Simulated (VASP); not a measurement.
Wanted: the native input for a VASP 6.6.1 run.

- Task: single point
- Functional: r2SCAN
- Dispersion: D3(BJ)
- Potentials or basis: VASP PAW PBE potentials, release 64 (Sr_sv, Br, Al)
- Cutoff: 520 eV
- k mesh: 5 × 5 × 3
- Occupations: gaussian, width 0.1049 eV
- Spin: no spin polarisation
- Dipole correction: no
- Further INCAR settings: ALGO = Normal; EDIFF = 1e-06; NBANDS = 23

SrAl2Br2:

```
Sr Br Al
1.0
     2.25745    3.91002    0.00000
    -2.25745    3.91002    0.00000
     0.00000    0.00000    7.84269
Sr Br Al
1 2 2
Direct
  0.00000 0.00000 0.00000
  0.33333 0.33334 0.26840
  0.66667 0.66666 0.73160
  0.33333 0.33334 0.63830
  0.66667 0.66666 0.36170
```

One way to write it, as run:

POSCAR

```
SrAl2Br2
1.0
    2.2574510000      3.9100190000      0.0000000000
   -2.2574510000      3.9100190000      0.0000000000
    0.0000000000      0.0000000000      7.8426880000
Sr Br Al
1 2 2
Direct
    0.0000000000      0.0000000000      0.0000000000
    0.3333300000      0.3333400000      0.2684000000
    0.6666700000      0.6666600000      0.7316000000
    0.3333300000      0.3333400000      0.6383000000
    0.6666700000      0.6666600000      0.3617000000
```

INCAR.step1

```
PREC = Accurate ; ENCUT = 520
ISMEAR = 0 ; SIGMA = 0.1049
LREAL = False ; LASPH = True
NELM = 100 ; NBANDS = 23
GGA = PE ; ALGO = Normal
EDIFF = 1E-4 ; LWAVE = True
LCHARG = False
```

INCAR.step2

```
PREC = Accurate ; ENCUT = 520
EDIFF = 1E-6 ; ISMEAR = 0
SIGMA = 0.1049 ; LREAL = False
LASPH = True ; NELM = 100
ALGO = Normal ; ISIF = 2
LWAVE = False ; LCHARG = False
METAGGA = R2SCAN ; LMIXTAU = True
IVDW = 12 ; VDW_S6 = 1.0
VDW_S8 = 0.78981345 ; VDW_A1 = 0.49484001
VDW_A2 = 5.73083694 ; NBANDS = 23
ISTART = 1
```

KPOINTS

```
regular mesh
0
Gamma
  5 5 3
```

Potentials or basis: VASP PAW PBE potentials, release 64 (Sr_sv, Br, Al).

Run with:

```console
$ cat potpaw_PBE.64/Sr_sv/POTCAR potpaw_PBE.64/Br/POTCAR potpaw_PBE.64/Al/POTCAR > POTCAR
$ cp INCAR.step1 INCAR
$ mpirun -np 1 vasp_std > vasp.out
$ cp INCAR.step2 INCAR
$ mpirun -np 1 vasp_std > vasp.out
```

Results of the run:

- Pressure: 6.3 GPa
- Largest force: 2.241 eV/Å
- Band gap on the k mesh: zero (band 15 reaches 5.32 eV, above the bottom of band 16 at 4.44 eV)
- Dispersion energy per atom: -0.122 eV

Caveat: the PAW data sets were made with another functional, which shifts forces and pressure a little; pairwise dispersion overbinds metals, which lowers pressure and volume.

Wall time 4.7 min on 1 thread of Intel(R) Xeon(R) Platinum 8488C (Sapphire Rapids), with other jobs on the host, peak memory 0.33 GiB.
